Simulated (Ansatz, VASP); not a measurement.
**Li2O in VASP and in Ansatz**

```
Li O
1.0
     0.00000    2.28905    2.28905
     2.28905    0.00000    2.28905
     2.28905    2.28905    0.00000
Li O
2 1
Direct
  0.25000 0.25000 0.25000
  0.75000 0.75000 0.75000
  0.00000 0.00000 0.00000
```

Alike in both runs: functional PBEsol; k mesh 8 × 8 × 8; occupations gaussian, width 0.02 eV; no spin polarisation.

Ansatz relaxed the structure, and its values are those at the end. VASP's run is a single point on that final structure, the one shown.

|  | VASP | Ansatz |
| --- | --- | --- |
| version | VASP 6.6.1 | Ansatz 0.2.0 |
| potentials or method | VASP PAW PBE potentials, release 64 (Li_sv, O), cutoff 750 eV | scalar-relativistic, plane waves, PAW |
| valence electrons in the cell | 12 | 12 |

```csv
,VASP,Ansatz,Ansatz less VASP
gap on the k mesh at the Fermi level (eV),4.87,4.88,+0.007
least direct gap on the mesh (eV),5.35,5.35,-0.003
pressure (GPa),0.2,0.0,-0.21
```

VASP's potentials were made for PBE, not for PBEsol, and Ansatz warns of the same on its side.
